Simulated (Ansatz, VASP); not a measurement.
## Pd in VASP and in Ansatz

The input INCAR:

```
PREC = Accurate
ENCUT = 520
EDIFF = 1E-7
ISMEAR = -1
SIGMA = 0.1
LREAL = F
LASPH = T
NELM = 100
ALGO = Normal
ISIF = 2
LWAVE = F
LCHARG = F
GGA = RE
NBANDS = 28
```

KPOINTS

```
regular mesh
0
Gamma
  15 15 4
```

The input POSCAR:

```
Pd
1.0
    2.8754378978      0.0000000000      0.0000000000
   -1.4377189489      2.4902022665      0.0000000000
    0.0000000000      0.0000000000      9.4760196151
Pd
4
Direct
    1.0000000000      1.0000000000      0.0000000000
    1.0000000000      1.0000000000      0.5000000000
    0.3333333333      0.6666666667      0.2500000000
    0.6666666667      0.3333333333      0.7500000000
```

Input for Ansatz:

```yaml
crystal:
  lattice:
    - [2.8754378978, 0.0, 0.0]
    - [-1.4377189489, 2.4902022665, 0.0]
    - [0.0, 0.0, 9.4760196151]
  atoms:
    - { symbol: Pd, position: [1.0, 1.0, 0.0] }
    - { symbol: Pd, position: [1.0, 1.0, 0.5] }
    - { symbol: Pd, position: [0.3333333333, 0.6666666667, 0.25] }
    - { symbol: Pd, position: [0.6666666667, 0.3333333333, 0.75] }
hamiltonian:
  xc: revpbe
  pseudopotentials:
    kind: paw
    azcp:
      Pd: "pseudopotentials/Pd.paw.azcp"
basis:
  ecutwfc: 420
  fft_grid_basis: typed
kpoints:
  mp_grid: { grid: [15, 15, 4], shift: [0, 0, 0] }
magnetization:
  spin_polarized: false
scf:
  occupations: { method: fermi_dirac, width: 0.1 }
  lower_state_search: "off"
output:
  stress: true
```

Alike in both runs: task single point; functional revPBE; k mesh 15 × 15 × 4; occupations fermi-dirac, width 0.1 eV; no spin polarisation.

|  | VASP | Ansatz |
| --- | --- | --- |
| version | VASP 6.6.1 | Ansatz 0.2.0 |
| potentials or method | VASP PAW PBE potentials, release 64 (Pd), cutoff 520 eV | plane waves (420 eV) with PAW, scalar-relativistic |
| valence electrons in the cell | 40 | 72 |

|  | VASP | Ansatz | Ansatz less VASP |
| --- | --- | --- | --- |
| pressure (GPa) | -9.5 | -9.4 | +0.15 |
| traceless stress, the component that is largest in VASP (GPa) | -0.10 | -0.09 | +0.012 |

VASP's potentials were made for PBE, not for revPBE. The functional is the same, so the differences come from potentials, cutoffs and numerics. VASP's potentials hold 40 valence electrons a cell and Ansatz's 72, so a difference there can come from the potentials and not from the codes.
